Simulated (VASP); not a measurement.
Li2Se: relaxation of cell and atoms with PBEsol

The system is Li2Se.

```
CELL_PARAMETERS angstrom
2.97237 2.97237 0.00000
-2.97237 2.97237 0.00000
0.00000 2.97237 2.97237
ATOMIC_POSITIONS crystal
Li 0.25000 0.75000 0.50000
Li 0.75000 0.25000 0.50000
Se 0.00000 0.00000 0.00000
```

```yaml
Program: VASP 6.6.1
Task: relaxation of cell and atoms
Functional: PBEsol
Potentials_or_basis: VASP PAW PBE potentials, release 64 (Li_sv, Se)
Cutoff: 750 eV
k_mesh: 8 × 8 × 8
Occupations: gaussian, width 0.01 eV
Spin: no spin polarisation
Target_pressure: 2 GPa
Dipole_correction: no
Further_INCAR_settings: ALGO = Normal; EDIFF = 1e-07; IBRION = 2; EDIFFG = -0.002; NSW = 100; ISIF = 3
```

```yaml
Relaxed_volume: 16.64 Å³/atom
Relaxed_cell: a = 4.133 Å, b = 4.133 Å, c = 4.133 Å, α = 60.00°, β = 60.00°, γ = 90.00°
Space_group_after_relaxing_to_0.1_Å: Fm-3m (No. 225)
Energy_change_on_relaxing_the_run_minimises_the_enthalpy: +5.3 meV/atom
Ionic_steps: 4
Pressure_after_relaxing: 2.0 GPa
Band_gap_on_the_k_mesh: 2.76 eV (least direct gap 3.59 eV)
```

The path:
| step | energy change (eV) | largest force (eV/Å) | pressure (GPa) | volume (Å³) |
| --- | --- | --- | --- | --- |
| 1 | 0.0000 | 0.0000 | 0.01 | 52.52 |
| 2 | 0.0061 | 0.0000 | 1.22 | 50.89 |
| 3 | 0.0153 | 0.0000 | 1.98 | 49.97 |
| 4 | 0.0159 | 0.0000 | 2.02 | 49.92 |

Final structure:
```yaml
crystal:
  lattice:
    - [2.92244, 2.92244, 0.00000]
    - [-2.92244, 2.92244, 0.00000]
    - [0.00000, 2.92244, 2.92244]
  atoms:
    - { symbol: Li, position: [0.25000, 0.75000, 0.50000] }
    - { symbol: Li, position: [0.75000, 0.25000, 0.50000] }
    - { symbol: Se, position: [0.00000, 0.00000, 0.00000] }
```

Levels at points of the mesh, in eV from the valence-band top:
```csv
k point,band 4,band 5,band 6,band 7,band 8,band 9
"(0.00, 0.00, 0.00)",0.00,0.00,0.00,3.59,5.60,5.60
"(0.50, 0.00, 0.00)",-3.23,-0.60,-0.60,5.36,5.92,5.92
"(0.50, 0.50, 0.00)",-2.49,-1.63,-1.63,2.76,6.33,10.76
```

Run time: 74 s on 1 thread of Intel(R) Xeon(R) Platinum 8259CL CPU @ 2.50GHz (Skylake/Cascade Lake), with other jobs on the host, peak memory 0.25 GiB.

Caveat: the cell is relaxed towards a set pressure, so the run minimises the enthalpy, not the energy; the PAW data sets were made with another functional, which shifts forces and pressure a little. A k mesh can miss the band edges.
